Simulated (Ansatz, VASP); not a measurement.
**SnO2 in VASP and in Ansatz**

```xyz
6
Lattice="-2.0263 2.0263 5.1807 2.0263 -2.0263 5.1807 2.0263 2.0263 -5.1807" Properties=species:S:1:pos:R:3 pbc="T T T"
Sn    0.0000    2.0263    2.5903
Sn    0.0000    0.0000    0.0000
O     0.0000   -0.8800    8.8509
O     0.0000    2.0263    4.6875
O     0.0000    0.0000    2.0972
O     0.0000    2.0263    0.4932
```

Alike in both runs: task single point; functional PBE; k mesh 10 × 10 × 10; occupations gaussian, width 0.05 eV; no spin polarisation.

|  | VASP | Ansatz |
| --- | --- | --- |
| version | VASP 6.6.1 | Ansatz 0.2.0 |
| potentials or method | VASP PAW PBE potentials, release 64 (Sn_d, O), cutoff 520 eV | scalar-relativistic, plane waves, PAW |
| valence electrons in the cell | 52 | 52 |

```tsv
	VASP	Ansatz	Ansatz less VASP
gap on the k mesh at the Fermi level (eV)	0.36	0.39	+0.021
least direct gap on the mesh (eV)	0.86	0.88	+0.019
pressure (GPa)	12.2	11.8	-0.37
traceless stress, the component that is largest in VASP (GPa)	14.16	14.25	+0.091
rms of the force components (eV/Å)	3.255	3.280	+0.0253
```

Atom by atom the forces differ by 0.036 eV/Å (rms over components).
